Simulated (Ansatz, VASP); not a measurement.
## One calculation of Ti3Al2, two programs

```
Ti Al
1.0
     2.26795   -3.46816    0.00000
     2.26795    3.46816    0.00000
     0.00000    0.00000    5.49510
Ti Al
3 2
Direct
  0.00000 0.00000 0.15206
  0.00000 0.00000 0.84794
  0.00000 0.00000 0.50000
  0.61256 0.38744 0.00000
  0.38744 0.61256 0.00000
```

Alike in both runs: task single point; functional PBE; k mesh 4 × 4 × 4; occupations gaussian, width 0.1 eV; no spin polarisation.

|  | VASP | Ansatz |
| --- | --- | --- |
| version | VASP 6.6.1 | Ansatz 0.2.0 |
| potentials or method | VASP PAW PBE potentials, release 64 (Ti_sv, Al), cutoff 520 eV | scalar-relativistic, plane waves, PAW |
| valence electrons in the cell | 42 | 42 |

Ansatz gave:

- gap on the k mesh at the Fermi level (eV): none
- rms of the force components (eV/Å): 11.337

Q: Estimate VASP's values.

A: gap on the k mesh at the Fermi level (eV): none; rms of the force components (eV/Å): 11.931.

Atom by atom the forces differ by 1.514 eV/Å (rms over components). A gap of «none» marks a metal or a gap that the smearing closes. The functional is the same, so the differences come from potentials, cutoffs and numerics.

The k mesh is coarse, so the values compare programs but aren't converged.
